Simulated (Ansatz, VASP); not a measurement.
**Two plane-wave programs on Al9N**

```
CELL_PARAMETERS angstrom
5.70709 0.00000 0.00000
-1.42677 9.70148 0.00000
0.00000 0.00000 22.79037
ATOMIC_POSITIONS crystal
Al 0.26622 0.06489 0.17551
Al 0.76622 0.06489 0.17551
Al 0.33548 0.34192 0.21920
Al 0.83548 0.34192 0.21920
Al 0.14933 0.59733 0.22794
Al 0.64933 0.59733 0.22794
Al 0.46318 0.85274 0.23668
Al 0.96318 0.85274 0.23668
Al 0.03198 0.12771 0.28083
Al 0.53198 0.12771 0.28083
Al 0.09979 0.40422 0.33011
Al 0.59979 0.40422 0.33011
Al 0.41440 0.65967 0.33698
Al 0.91440 0.65967 0.33698
Al 0.22631 0.91108 0.34493
Al 0.72631 0.91108 0.34493
Al 0.29624 0.18141 0.38571
Al 0.79624 0.18141 0.38571
N 0.34218 0.91108 0.51734
N 0.61044 0.91108 0.51734
```

Alike in both runs: task single point; functional PBE; k mesh 5 × 3 × 1; occupations gaussian, width 0.1 eV; no spin polarisation.

|  | VASP | Ansatz |
| --- | --- | --- |
| version | VASP 6.6.1 | Ansatz 0.2.0 |
| potentials or method | VASP PAW PBE potentials, release 64 (Al, N), cutoff 520 eV | scalar-relativistic, plane waves, PAW |
| valence electrons in the cell | 64 | 64 |

```tsv
	VASP	Ansatz	Ansatz less VASP
gap on the k mesh at the Fermi level (eV)	none	none	-
rms of the force components (eV/Å)	2.518	2.535	+0.0168
work function, face that differs most (eV)	5.13	5.13	-0.003
```

Atom by atom the forces differ by 0.017 eV/Å (rms over components). A gap of «none» marks a metal or a gap that the smearing closes.
